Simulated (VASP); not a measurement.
# AlCu (Pm-3m) in VASP: further runs

AlCu is run at these levels: r2SCAN; tasks: single point, relaxation of cell and atoms.

Program: VASP 6.6.1. These are calculated values, not measurements. Logs are shortened: lines on timing, memory, paths and dates and some standing lists are left out, and cuts for length are marked.

**1. The cell of the first run**

The structure is cubic, space group Pm-3m (No. 221). Conventional cell: a = 2.977 Å, b = 2.977 Å, c = 2.977 Å, α = 90.00°, β = 90.00°, γ = 90.00°. Al (site symmetry m-3m) has 8 Cu at 2.58 Å and 6 Al at 2.98 Å within 3.4 Å. Cu (site symmetry m-3m) has 8 Al at 2.58 Å and 6 Cu at 2.98 Å within 3.4 Å.

**2. Single point, r2SCAN**

The input, POSCAR:

```
AlCu
1.0
    2.9765297964      0.0000000000      0.0000000000
    0.0000000000      2.9765297964      0.0000000000
    0.0000000000      0.0000000000      2.9765297964
Al Cu
1 1
Direct
    0.0000000000      0.0000000000      0.0000000000
    0.5000000000      0.5000000000      0.5000000000
```

The input, INCAR.step1:

```
PREC = Accurate
ENCUT = 520
ISMEAR = -1
SIGMA = 0.1
LREAL = F
LASPH = T
NELM = 80
NBANDS = 14
GGA = PE
ALGO = Normal
EDIFF = 1E-4
LWAVE = T
LCHARG = F
```

The input, INCAR.step2:

```
PREC = Accurate
ENCUT = 520
EDIFF = 1E-7
ISMEAR = -1
SIGMA = 0.1
LREAL = F
LASPH = T
NELM = 80
ALGO = Normal
ISIF = 2
LWAVE = F
LCHARG = F
METAGGA = R2SCAN
LMIXTAU = T
NBANDS = 14
ISTART = 1
```

The input, KPOINTS:

```
regular mesh
0
Gamma
  7 7 7
```

Potentials or basis: VASP PAW PBE potentials, release 64 (Al, Cu).

On the command line:

```bash
> cat potpaw_PBE.64/Al/POTCAR potpaw_PBE.64/Cu/POTCAR > POTCAR
> cp INCAR.step1 INCAR
> mpirun -np 1 vasp_std > vasp.out
> cp INCAR.step2 INCAR
> mpirun -np 1 vasp_std > vasp.out
```

OUTCAR:

```text
PREC = Accurate
   ENCUT = 520
   EDIFF = 1E-7
   ISMEAR = -1
   LREAL = F
   LASPH = T
   NELM = 80
   ISIF = 2
   METAGGA = R2SCAN
   ISTART = 1

 ion  position               nearest neighbor table
   1  0.000  0.000  0.000-   2 2.58   2 2.58   2 2.58   2 2.58   2 2.58   2 2.58   2 2.58   2 2.58

   2  0.500  0.500  0.500-   1 2.58   1 2.58   1 2.58   1 2.58   1 2.58   1 2.58   1 2.58   1 2.58

  LATTYP: Found a simple cubic cell.
 ALAT       =     2.9765297964

  Lattice vectors:

 A1 = (   2.9765297964,   0.0000000000,   0.0000000000)
 A2 = (   0.0000000000,   2.9765297964,   0.0000000000)
 A3 = (   0.0000000000,   0.0000000000,   2.9765297964)

Analysis of symmetry for initial positions (statically):
=====================================================================
 Subroutine PRICEL returns:
 Original cell was already a primitive cell.

 Routine SETGRP: Setting up the symmetry group for a
 simple cubic supercell.

 Subroutine GETGRP returns: Found 48 space group operations
 (whereof 48 operations were pure point group operations)
 out of a pool of 48 trial point group operations.

The static configuration has the point symmetry O_h .

Analysis of symmetry for dynamics (positions and initial velocities):
=====================================================================
 Subroutine PRICEL returns:
 Original cell was already a primitive cell.

 Routine SETGRP: Setting up the symmetry group for a
 simple cubic supercell.

 Subroutine GETGRP returns: Found 48 space group operations
 (whereof 48 operations were pure point group operations)
 out of a pool of 48 trial point group operations.

The dynamic configuration has the point symmetry O_h .

 Subroutine INISYM returns: Found 48 space group operations
 (whereof 48 operations are pure point group operations),
 and found     1 'primitive' translations

----------------------------------------------------------------------------------------

                                     Primitive cell

  volume of cell :      26.3712

  direct lattice vectors                    reciprocal lattice vectors
     2.976529796  0.000000000  0.000000000     0.335961696  0.000000000  0.000000000
     0.000000000  2.976529796  0.000000000     0.000000000  0.335961696  0.000000000
     0.000000000  0.000000000  2.976529796     0.000000000  0.000000000  0.335961696

  length of vectors
     2.976529796  2.976529796  2.976529796     0.335961696  0.335961696  0.335961696

  position of ions in fractional coordinates (direct lattice)
     0.000000000  0.000000000  0.000000000
     0.500000000  0.500000000  0.500000000

  ion indices of the primitive-cell ions
   primitive index   ion index
                 1           1
                 2           2

[... 80 lines left out ...]
   EFERMI =   0.00;   METHOD = LEGACY
   ISMEAR =    -1;   SIGMA  =   0.10  broadening in eV -4-tet -1-fermi 0-gaus
   EFERMI_NEDOS =   21; number of points for ismear=-14 and -15
   IALGO  =     38    algorithm
   IMIX   =      4    mixing-type and parameters
     AMIX     =   0.40;   BMIX     =  1.00
     AMIX_MAG =   1.60;   BMIX_MAG =  1.00
  volume/ion in A,a.u.               =      13.19        88.98
  Fermi-wavevector in a.u.,A,eV,Ry     =   1.325584  2.504991 23.907792  1.757173
  Thomas-Fermi vector in A             =   2.455034
   LORBIT       =      0    0 simple, 1 ext, 2 COOP (PROOUT), +10 PAW based schemes
   METAGGA = R2SCAN    functional components
   LHFCALC =     F    Hartree Fock is set to
   AEXX    =    0.0000 exact exchange contribution
   IVDW    =     0    specifies the selected vdW correction
   LEPSILON=     F    determine dielectric tensor
   LRPA    =     F    only Hartree local field effects (RPA)
 non-spin polarized calculation
  energy-cutoff  :      520.00
  volume of cell :       26.37
 maximum number of plane-waves:       739
 NGX is ok and might be reduce to    24
   NGX = 11   NGY = 11   NGZ = 11

 number of electron      14.0000023 magnetization

 Free energy of the ion-electron system (eV)
  ---------------------------------------------------
  ext. energy  EPLUGINS =         0.00000000
  ---------------------------------------------------
  free energy    TOTEN  =       -17.93232549 eV

  energy without entropy =      -17.91462699  energy(sigma->0) =      -17.92347624

 E-fermi :   9.3182     XC(G=0): -12.5319

 val. band max:        9.0295708521   @ k =   0.4286   0.4286   0.1429
 cond. band min:       9.4311384536   @ k =   0.2857   0.2857   0.2857
 fundamental gap:      0.4015676015
 Fermi energy:         9.3182107574

 k-point     1 :       0.0000    0.0000    0.0000
  band No.  band energies     occupation
      1      -3.0119      2.00000
      2       4.0674      2.00000
      3       4.0674      2.00000
      4       5.2009      2.00000
      5       5.2009      2.00000
      6       5.2009      2.00000
      7      13.4411      0.00000
      8      13.4411      0.00000
      9      13.4411      0.00000
     10      15.7812      0.00000
     11      15.7812      0.00000
     12      20.6995      0.00000
     13      28.8582      0.00000
     14      28.8582      0.00000
[... 309 lines left out ...]
      1       3.3277      2.00000
      2       3.5880      2.00000
      3       3.5880      2.00000
      4       5.4571      2.00000
      5       5.4571      2.00000
      6       7.7917      2.00000
      7       9.6190      0.09415
      8       9.6190      0.09415
      9      11.3597      0.00000
     10      12.4384      0.00000
     11      12.4384      0.00000
     12      13.7583      0.00000
     13      15.9846      0.00000
     14      34.3593      0.00000

------------------------ aborting loop because EDIFF is reached ----------------------------------------

  FORCE on cell =-STRESS in cart. coord.  units (eV):
  Direction    XX          YY          ZZ          XY          YZ          ZX
  --------------------------------------------------------------------------------------
  -------------------------------------------------------------------------------------
  Total       -0.3278282     -0.3278282     -0.3278282     -0.0000000     -0.0000000     -0.0000000
  in kB      -19.9171038    -19.9171038    -19.9171038     -0.0000000     -0.0000000     -0.0000000
  external PRESSURE =     -19.9171038 kB  Pullay stress =       0.0000000 kB

 VOLUME and BASIS-vectors are now :
 -----------------------------------------------------------------------------
  energy-cutoff  :      520.00
  volume of cell :       26.37
      direct lattice vectors                 reciprocal lattice vectors
     2.976529796  0.000000000  0.000000000     0.335961696  0.000000000  0.000000000
     0.000000000  2.976529796  0.000000000     0.000000000  0.335961696  0.000000000
     0.000000000  0.000000000  2.976529796     0.000000000  0.000000000  0.335961696

 POSITION                                       TOTAL-FORCE (eV/Angst)
 -----------------------------------------------------------------------------------
      0.00000      0.00000      0.00000         0.000000      0.000000      0.000000
      1.48826      1.48826      1.48826         0.000000      0.000000      0.000000
 -----------------------------------------------------------------------------------
    total drift:                                0.000000      0.000000     -0.000000

  FREE ENERGIE OF THE ION-ELECTRON SYSTEM (eV)
  ---------------------------------------------------
  free  energy   TOTEN  =       -17.9323254929 eV

  energy  without entropy=      -17.9146269911  energy(sigma->0) =      -17.92347624
```

OUTCAR.step1:

```text
PREC = Accurate
   ENCUT = 520
   ISMEAR = -1
   LREAL = F
   LASPH = T
   NELM = 80
[... 553 lines left out ...]
 -----------------------------------------------------------------------------------
      0.00000      0.00000      0.00000         0.000000      0.000000      0.000000
      1.48826      1.48826      1.48826         0.000000      0.000000      0.000000
 -----------------------------------------------------------------------------------
    total drift:                                0.000000      0.000000     -0.000000

  FREE ENERGIE OF THE ION-ELECTRON SYSTEM (eV)
  ---------------------------------------------------
  free  energy   TOTEN  =        -7.7937829902 eV

  energy  without entropy=       -7.7762138361  energy(sigma->0) =       -7.78499841
```

OSZICAR.step1:

```text
N       E                     dE             d eps       ncg     rms          rms(c)
DAV:   1     0.554211804982E+02    0.55421E+02   -0.60352E+03   560   0.124E+03
DAV:   2    -0.743968761966E+01   -0.62861E+02   -0.56661E+02   602   0.209E+02
DAV:   3    -0.963541552151E+01   -0.21957E+01   -0.21354E+01   746   0.449E+01
DAV:   4    -0.967276239977E+01   -0.37347E-01   -0.37329E-01   616   0.483E+00
DAV:   5    -0.967421191239E+01   -0.14495E-02   -0.14495E-02   896   0.101E+00    0.122E+01
DAV:   6    -0.103280534999E+02   -0.65384E+00   -0.41259E+01   668   0.156E+02    0.963E+00
DAV:   7    -0.784811733836E+01    0.24799E+01   -0.78971E+00   686   0.730E+01    0.126E+00
DAV:   8    -0.781632906678E+01    0.31788E-01   -0.59226E-01   734   0.175E+01    0.122E+00
DAV:   9    -0.779366320259E+01    0.22666E-01   -0.93712E-02   732   0.709E+00    0.587E-02
DAV:  10    -0.779389993113E+01   -0.23673E-03   -0.16054E-03   846   0.534E-01    0.791E-02
DAV:  11    -0.779378385419E+01    0.11608E-03   -0.61082E-04   566   0.615E-01    0.103E-02
DAV:  12    -0.779378299019E+01    0.86400E-06   -0.97445E-06   292   0.507E-02
   1 F= -.77937830E+01 E0= -.77849984E+01  d E =-.175692E-01
```

Wall time 23 s (1 thread of Intel Xeon Platinum 8488C (Sapphire Rapids), shared host); peak memory 0.14 GiB.

What came out:

- Free energy: -17.9323 eV
- Pressure: -2.0 GPa
- Band gap on the k mesh: zero (band 7 reaches 13.44 eV, above the bottom of band 8 at 8.87 eV)

Caveat: the PAW data sets were made with another functional, which shifts forces and pressure a little.

**3. Relaxation of cell and atoms, r2SCAN, target pressure -2 GPa, at which the enthalpy is minimised**

This run uses another cell than the first one, of 13.47 Å³/atom, 1.021 times its volume.

The input, POSCAR:

```
AlCu
1.0
    2.9975090000      0.0000000000      0.0000000000
    0.0000000000      2.9975090000      0.0000000000
    0.0000000000      0.0000000000      2.9975090000
Al Cu
1 1
Direct
    0.0000000000      0.0000000000      0.0000000000
    0.5000000000      0.5000000000      0.5000000000
```

The input, INCAR.step1:

```
SYSTEM = AlCu
  PREC = Accurate
  ENCUT = 600
  ISMEAR = -1
  SIGMA = 0.1
  LREAL = .False.
  LASPH = .True.
  NELM = 100
  GGA = PE
  ALGO = Normal
  EDIFF = 1E-4
  LWAVE = .True.
  LCHARG = .False.
```

The input, INCAR.step2:

```
SYSTEM = AlCu
  PREC = Accurate
  ENCUT = 600
  EDIFF = 1E-6
  ISMEAR = -1
  SIGMA = 0.1
  LREAL = .False.
  LASPH = .True.
  NELM = 100
  ALGO = Normal
  ISIF = 3
  LWAVE = .False.
  LCHARG = .False.
  METAGGA = R2SCAN
  LMIXTAU = .True.
  IBRION = 2
  NSW = 50
  EDIFFG = -0.01
  PSTRESS = -20.0
  ISTART = 1
```

The input, KPOINTS:

```
Automatic mesh
0
Gamma
  7 7 7
  0 0 0
```

Potentials or basis: VASP PAW PBE potentials, release 64 (Al, Cu).

On the command line:

```bash
> cat potpaw_PBE.64/Al/POTCAR potpaw_PBE.64/Cu/POTCAR > POTCAR
> cp INCAR.step1 INCAR
> mpirun -np 1 vasp_std > vasp.out
> cp INCAR.step2 INCAR
> mpirun -np 1 vasp_std > vasp.out
```

It took 51 s on 1 thread of Intel Xeon Platinum 8488C (Sapphire Rapids), shared host; peak memory 0.15 GiB.

It converged, with:

```
Free energy                                            : -17.9322 eV
Relaxed volume                                         : 13.20 Å³/atom
Relaxed cell                                           : a = 2.978 Å, b = 2.978 Å, c = 2.978 Å, α = 90.00°, β = 90.00°, γ = 90.00°
Space group after relaxing (to 0.05 Å)                 : Pm-3m (No. 221)
Energy change on relaxing (the enthalpy is what falls) : -5.5 meV/atom
Ionic steps                                            : 4
Pressure after relaxing                                : -2.1 GPa
Band gap on the k mesh                                 : zero (band 7 reaches 13.42 eV, above the bottom of band 8 at 8.85 eV)
```

The path:
```
step  energy change (eV)  largest force (eV/Å)  pressure (GPa)  volume (Å³)
   1              0.0000                0.0000           -4.42        26.93
   2             -0.0134                0.0000           -0.90        26.15
   3             -0.0114                0.0000           -1.86        26.37
   4             -0.0110                0.0000           -2.10        26.40
```

Final structure:
```
Al Cu
1.0
     2.97760    0.00000    0.00000
     0.00000    2.97760    0.00000
     0.00000    0.00000    2.97760
Al Cu
1 1
Direct
  0.00000 0.00000 0.00000
  0.50000 0.50000 0.50000
```

Levels at points of the mesh, in eV from the Fermi level:
| k point | band 5 | band 6 | band 7 | band 8 | band 9 | band 10 |
| --- | --- | --- | --- | --- | --- | --- |
| (0.00, 0.00, 0.00) | -4.11 | -4.11 | 4.12 | 4.12 | 4.12 | 6.46 |

Caveat: the cell is relaxed towards a set pressure, so the enthalpy falls and the energy may rise; the PAW data sets were made with another functional, which shifts forces and pressure a little.

**4. Relaxation of cell and atoms, r2SCAN**

This run uses another cell than the first one, of 13.47 Å³/atom, 1.021 times its volume.

POSCAR is that of step 3.

The input, INCAR.step1:

```
PREC     = Accurate       # precision mode
ENCUT    = 600            # plane-wave cutoff, eV
ISMEAR   = -1             # smearing method
SIGMA    = 0.1            # smearing width, eV
LREAL    = False          # projectors in reciprocal space
LASPH    = True           # aspherical terms in the spheres
NELM     = 60             # most SCF steps
GGA      = PE             # functional
ALGO     = Normal         # electronic algorithm
EDIFF    = 1E-4           # SCF threshold, eV
LWAVE    = True           # write WAVECAR
LCHARG   = False          # write CHGCAR
```

The input, INCAR.step2:

```
PREC     = Accurate       # precision mode
ENCUT    = 600            # plane-wave cutoff, eV
EDIFF    = 1E-7           # SCF threshold, eV
ISMEAR   = -1             # smearing method
SIGMA    = 0.1            # smearing width, eV
LREAL    = False          # projectors in reciprocal space
LASPH    = True           # aspherical terms in the spheres
NELM     = 60             # most SCF steps
ALGO     = Normal         # electronic algorithm
ISIF     = 3              # what is computed and relaxed
LWAVE    = False          # write WAVECAR
LCHARG   = False          # write CHGCAR
METAGGA  = R2SCAN         # meta-GGA
LMIXTAU  = True         
IBRION   = 2              # ionic algorithm
NSW      = 50             # ionic steps
EDIFFG   = -0.01          # ionic threshold
ISTART   = 1
```

The input, KPOINTS:

```
regular mesh
0
Gamma
  7 7 7
```

On the command line:

```bash
> cat potpaw_PBE.64/Al/POTCAR potpaw_PBE.64/Cu/POTCAR > POTCAR
> cp INCAR.step1 INCAR
> mpirun -np 1 vasp_std > vasp.out
> cp INCAR.step2 INCAR
> mpirun -np 1 vasp_std > vasp.out
```

Run time: 51 s. Hardware: 1 thread of Intel Xeon Platinum 8488C (Sapphire Rapids), shared host; peak memory 0.15 GiB.

It converged, with:

```yaml
Free_energy: -17.9352 eV
Relaxed_volume: 12.98 Å³/atom
Relaxed_cell: a = 2.961 Å, b = 2.961 Å, c = 2.961 Å, α = 90.00°, β = 90.00°, γ = 90.00°
Space_group_after_relaxing_to_0.05_Å: Pm-3m (No. 221)
Energy_gained_by_relaxing: 7.0 meV/atom
Ionic_steps: 3
Pressure_after_relaxing: 0.0 GPa
Band_gap_on_the_k_mesh: zero (band 7 reaches 13.68 eV, above the bottom of band 8 at 9.08 eV)
```

Step by step:
| step | energy change (eV) | largest force (eV/Å) | pressure (GPa) | volume (Å³) |
| --- | --- | --- | --- | --- |
| 1 | 0.0000 | 0.0000 | -4.45 | 26.93 |
| 2 | -0.0106 | 0.0000 | 2.44 | 25.50 |
| 3 | -0.0140 | 0.0000 | 0.01 | 25.96 |

Final structure:
```xyz
2
Lattice="2.9609 0.0000 0.0000 0.0000 2.9609 0.0000 0.0000 0.0000 2.9609" Properties=species:S:1:pos:R:3 pbc="T T T"
Al    0.0000    0.0000    0.0000
Cu    1.4805    1.4805    1.4805
```

Levels at points of the mesh, in eV from the Fermi level:
```
           k point  band 4  band 5  band 6  band 7  band 8  band 9  band 10  band 11
(0.00, 0.00, 0.00)   -4.18   -4.18   -4.18    4.16    4.16    4.16     6.49     6.49
```

Caveat: the PAW data sets were made with another functional, which shifts forces and pressure a little.

**5. Relaxation of cell and atoms, r2SCAN, target pressure 2 GPa, at which the enthalpy is minimised**

This run uses another cell than the first one, of 13.47 Å³/atom, 1.021 times its volume.

POSCAR is that of step 4.

The input, INCAR.step1:

```
SYSTEM = AlCu
PREC = Accurate ; ENCUT = 600
ISMEAR = -1 ; SIGMA = 0.1
LREAL = .FALSE. ; LASPH = .TRUE.
NELM = 100 ; GGA = PE
ALGO = Normal ; EDIFF = 1E-4
LWAVE = .TRUE. ; LCHARG = .FALSE.
```

The input, INCAR.step2:

```
SYSTEM = AlCu
PREC = Accurate ; ENCUT = 600
EDIFF = 1E-6 ; ISMEAR = -1
SIGMA = 0.1 ; LREAL = .FALSE.
LASPH = .TRUE. ; NELM = 100
ALGO = Normal ; ISIF = 3
LWAVE = .FALSE. ; LCHARG = .FALSE.
METAGGA = R2SCAN ; LMIXTAU = .TRUE.
IBRION = 2 ; NSW = 50
EDIFFG = -0.01 ; PSTRESS = 20.0
ISTART = 1
```

The input, KPOINTS:

```
Automatic mesh
0
G
  7 7 7
  0 0 0
```

On the command line:

```bash
> cat potpaw_PBE.64/Al/POTCAR potpaw_PBE.64/Cu/POTCAR > POTCAR
> cp INCAR.step1 INCAR
> mpirun -np 1 vasp_std > vasp.out
> cp INCAR.step2 INCAR
> mpirun -np 1 vasp_std > vasp.out
```

It took 42 s on 1 thread of Intel Xeon Platinum 8488C (Sapphire Rapids), shared host; peak memory 0.15 GiB.

The run converged. Its results:

| Item | Value |
| --- | --- |
| Free energy | -17.9328 eV |
| Relaxed volume | 12.79 Å³/atom |
| Relaxed cell | a = 2.946 Å, b = 2.946 Å, c = 2.946 Å, α = 90.00°, β = 90.00°, γ = 90.00° |
| Space group after relaxing (to 0.05 Å) | Pm-3m (No. 221) |
| Energy change on relaxing (the enthalpy is what falls) | -5.8 meV/atom |
| Ionic steps | 3 |
| Pressure after relaxing | 2.0 GPa |
| Band gap on the k mesh | zero (band 7 reaches 13.92 eV, above the bottom of band 8 at 9.28 eV) |

The path:
| step | energy change (eV) | largest force (eV/Å) | pressure (GPa) | volume (Å³) |
| --- | --- | --- | --- | --- |
| 1 | 0.0000 | 0.0000 | -4.42 | 26.93 |
| 2 | 0.0056 | 0.0000 | 6.04 | 24.89 |
| 3 | -0.0116 | 0.0000 | 2.03 | 25.58 |

Final structure:
```
Al Cu
1.0
     2.94633    0.00000    0.00000
     0.00000    2.94633    0.00000
     0.00000    0.00000    2.94633
Al Cu
1 1
Direct
  0.00000 0.00000 0.00000
  0.50000 0.50000 0.50000
```

Levels at points of the mesh, in eV from the Fermi level:
```tsv
k point	band 5	band 6	band 7	band 8	band 9	band 10
(0.00, 0.00, 0.00)	-4.23	-4.23	4.20	4.20	4.20	6.51
```

Caveat: the cell is relaxed towards a set pressure, so the enthalpy falls and the energy may rise; the PAW data sets were made with another functional, which shifts forces and pressure a little.

**6. Summary**

```tsv
task	cell	cutoff (eV)	gap on the mesh (eV)	pressure (GPa)
single point	a = 2.977 Å, 2 atoms	520	none	-2.0
relaxation of cell and atoms	relaxed to -2 GPa from a = 2.998 Å, 2 atoms	600	none	-2.1
relaxation of cell and atoms	relaxed from a = 2.998 Å, 2 atoms	600	none	0.0
relaxation of cell and atoms	relaxed to 2 GPa from a = 2.998 Å, 2 atoms	600	none	2.0
```

Alike in all rows: level r2SCAN; potentials or basis VASP PAW PBE potentials, release 64 (Al, Cu); no spin polarisation; k mesh 7 × 7 × 7; smearing fermi-dirac 0.1 eV.

Caveats: the PAW data sets were made with another functional, which shifts forces and pressure a little; the cell is relaxed towards a set pressure, so the enthalpy falls and the energy may rise (some runs).

Total energies depend on the potentials used, so only differences within one code and one set of settings carry meaning.
